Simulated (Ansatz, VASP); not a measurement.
**SnSe in VASP and in Ansatz**

```xyz
2
Lattice="0.0000 2.9886 2.9886 2.9886 0.0000 2.9886 2.9886 2.9886 0.0000" Properties=species:S:1:pos:R:3 pbc="T T T"
Sn    0.0000    0.0000    0.0000
Se    2.9886    2.9886    2.9886
```

Alike in both runs: functional r2SCAN; dispersion D4; k mesh 6 × 6 × 6; no spin polarisation.

Ansatz relaxed the structure, and its values are those at the end. VASP's run is a single point on that final structure, the one shown.

```csv
,VASP,Ansatz
version,VASP 6.6.1,Ansatz 0.2.0
potentials or method,"VASP PAW PBE potentials, release 64 (Sn_d, Se), cutoff 520 eV","plane waves, PAW"
occupations,"gaussian, width 0.01 eV",fixed
valence electrons in the cell,20,30
```

```tsv
	VASP	Ansatz	Ansatz less VASP
pressure (GPa)	0.0	0.0	-0.01
```

VASP's potentials were made for PBE, not for r2SCAN. VASP's potentials hold 20 valence electrons a cell and Ansatz's 30, so a difference there can come from the potentials and not from the codes.
